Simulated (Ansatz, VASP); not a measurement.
**CsOs: VASP beside Ansatz**

```
Cs Os
1.0
     3.71975    0.00000    0.00000
     0.00000    3.71975    0.00000
     0.00000    0.00000    3.71975
Cs Os
1 1
Cartesian
  0.0000 0.0000 0.0000
  1.8599 1.8599 1.8599
```

Alike in both runs: task relaxation of cell and atoms; functional PBE; k mesh 16 × 16 × 16; occupations gaussian, width 0.1 eV; no spin polarisation.

|  | VASP | Ansatz |
| --- | --- | --- |
| version | VASP 6.6.1 | Ansatz 0.2.0 |
| potentials or method | VASP PAW PBE potentials, release 64 (Cs_sv, Os), cutoff 600 eV | scalar-relativistic, plane waves, PAW |
| valence electrons in the cell | 17 | 25 |

Ansatz gave:

- gap on the k mesh at the Fermi level, each at its own relaxed structure (eV): none
- relaxed volume (Å³/atom): 25.73
- relaxed length of the cell vector where the two differ most in proportion (Å): 3.720

Question: Estimate VASP's values.

Answer: gap on the k mesh at the Fermi level, each at its own relaxed structure (eV): none; relaxed volume (Å³/atom): 26.47; relaxed length of the cell vector where the two differ most in proportion (Å): 3.755.

A gap of «none» marks a metal or a gap that the smearing closes. VASP's potentials hold 17 valence electrons a cell and Ansatz's 25, so a difference there can come from the potentials and not from the codes.

Spin-orbit coupling is off throughout.
